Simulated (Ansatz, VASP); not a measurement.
PtRh2 in VASP and in Ansatz

```xyz
3
Lattice="1.5929 0.9196 4.8109 -1.5929 0.9196 4.8109 0.0000 -1.8393 4.8109" Properties=species:S:1:pos:R:3 pbc="T T T"
Rh    0.0000    0.0000   10.8245
Rh    0.0000    0.0000    3.6082
Pt    0.0000    0.0000    0.0000
```

Alike in both runs: task single point; functional PBE; k mesh 6 × 6 × 6; occupations gaussian, width 0.1 eV; no spin polarisation.

|  | VASP | Ansatz |
| --- | --- | --- |
| version | VASP 6.6.1 | Ansatz 0.2.0 |
| potentials or method | VASP PAW PBE potentials, release 64 (Rh_pv, Pt), cutoff 520 eV | scalar-relativistic, plane waves, PAW |
| valence electrons in the cell | 40 | 52 |

VASP gave:

| Item | Value |
| --- | --- |
| gap on the k mesh at the Fermi level (eV) | none |
| rms of the force components (eV/Å) | 6.032 |

Task: What did Ansatz give for the same quantities?

Result: gap on the k mesh at the Fermi level (eV): none; rms of the force components (eV/Å): 5.987.

Atom by atom the forces differ by 0.045 eV/Å (rms over components). A gap of «none» marks a metal or a gap that the smearing closes. VASP's potentials hold 40 valence electrons a cell and Ansatz's 52, so a difference there can come from the potentials and not from the codes.

The k mesh is coarse, so the values compare programs but aren't converged. Spin-orbit coupling is off throughout.
